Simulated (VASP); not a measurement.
Input of a VASP 6.6.1 run:

File INCAR:

```
SYSTEM = Ga2O
PREC     = Accurate       ! precision mode
ENCUT    = 520            ! plane-wave cutoff, eV
EDIFF    = 1E-8           ! SCF threshold, eV
ISMEAR   = -1             ! smearing method
SIGMA    = 0.15           ! smearing width, eV
LREAL    = .False.        ! projectors in reciprocal space
LASPH    = .True.         ! aspherical terms in the spheres
NELM     = 80             ! most SCF steps
ALGO     = Normal         ! electronic algorithm
ISIF     = 2              ! what is computed and relaxed
LWAVE    = .False.        ! write WAVECAR
LCHARG   = .False.        ! write CHGCAR
GGA      = PE             ! functional
LEFG     = .True.       
NBANDS   = 41             ! bands
```

Contents of KPOINTS:

```
Automatic mesh
0
Gamma
  12 12 4
  0 0 0
```

Contents of POSCAR:

```
Ga2O
1.0
    3.0552007146      0.0000000000      0.0000000000
   -1.5276003573      2.6458814325      0.0000000000
    0.0000000000      0.0000000000     13.3974868200
Ga O
4 2
Direct
    0.0000000000      0.0000000000      0.4059439932
    0.0000000000      0.0000000000      0.5940560068
    0.6666666667      0.3333333333      0.0937134107
    0.3333333333      0.6666666667      0.9062865893
    0.6666666667      0.3333333333      0.3481275516
    0.3333333333      0.6666666667      0.6518724484
```

Potentials or basis: VASP PAW PBE potentials, release 64 (Ga_d, O).

Run with:

```console
$ cat potpaw_PBE.64/Ga_d/POTCAR potpaw_PBE.64/O/POTCAR > POTCAR
$ mpirun -np 1 vasp_std > vasp.out
```

Task: What does it give for the pressure?

Result: 0.3 GPa.

Task: What does it give for the band gap on the k mesh?

Result: Zero (bands 32 and 33 overlap by 1.77 eV).

Forces in eV/Å, atoms in the order of the input:
```
Ga   0.000  0.000  0.047
Ga   0.000  0.000 -0.047
Ga   0.000  0.000  0.006
Ga   0.000  0.000 -0.006
O    0.000  0.000 -0.056
O    0.000  0.000  0.056
```

Caveat: without QUAD_EFG the Cq values of the log hold for a quadrupole moment of 1 mb, not for the nuclei.
